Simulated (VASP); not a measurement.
Ge, 4 atoms in the cell. The structure is hexagonal, space group P6_3/mmc (No. 194). Conventional cell: a = 3.998 Å, b = 3.998 Å, c = 6.599 Å, α = 90.00°, β = 90.00°, γ = 120.00°. Ge (site symmetry 3m) has 4 Ge at 2.45 to 2.47 Å within 3.2 Å. This isn't the form of Ge at room conditions, which is diamond.

| Quantity | Value |
| --- | --- |
| Program | VASP 6.6.1 |
| Task | single point |
| Functional | r2SCAN |
| Potentials or basis | VASP PAW PBE potentials, release 64 (Ge_d) |
| Cutoff | 520 eV |
| k mesh | 7 × 7 × 4 |
| Occupations | fermi-dirac, width 0.1 eV |
| Spin | no spin polarisation |
| Dipole correction | no |
| Further INCAR settings | ALGO = Normal; EDIFF = 1e-06; NBANDS = 36 |

Potentials or basis: VASP PAW PBE potentials, release 64 (Ge_d).

The run is started by

```bash
$ cat potpaw_PBE.64/Ge_d/POTCAR > POTCAR
$ cp INCAR.step1 INCAR
$ mpirun -np 1 vasp_std > vasp.out
$ cp INCAR.step2 INCAR
$ mpirun -np 1 vasp_std > vasp.out
```

Hardware: 1 thread of Intel Xeon 8259CL, with other jobs on the host.

Question: How long does it take, and how much memory?

Answer: It took 5.5 min on 1 thread of Intel Xeon 8259CL (shared host), peak memory 0.24 GiB. Counts: k points 24.
